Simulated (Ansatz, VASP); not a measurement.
**One calculation of AlRu, two programs**

```xyz
2
Lattice="2.9538 0.0000 0.0000 0.0000 2.9538 0.0000 0.0000 0.0000 2.9538" Properties=species:S:1:pos:R:3 pbc="T T T"
Al    0.0000    0.0000    0.0000
Ru    1.4769    1.4769    1.4769
```

Alike in both runs: functional LDA; k mesh 14 × 14 × 14; occupations gaussian, width 0.1 eV; no spin polarisation.

Ansatz relaxed the structure, and its values are those at the end. VASP's run is a single point on that final structure, the one shown.

|  | VASP | Ansatz |
| --- | --- | --- |
| version | VASP 6.6.1 | Ansatz 0.2.0 |
| potentials or method | VASP PAW LDA potentials, release 64 (Al, Ru_pv), cutoff 520 eV | scalar-relativistic, plane waves, PAW |
| valence electrons in the cell | 17 | 19 |

|  | VASP | Ansatz | Ansatz less VASP |
| --- | --- | --- | --- |
| gap on the k mesh at the Fermi level (eV) | none | none | - |
| pressure (GPa) | 0.6 | 0.0 | -0.61 |

LDA's correlation is that of Perdew and Zunger in VASP and of Perdew and Wang (1992) in Ansatz. A gap of «none» marks a metal or a gap that the smearing closes. VASP's potentials hold 17 valence electrons a cell and Ansatz's 19, so a difference there can come from the potentials and not from the codes.
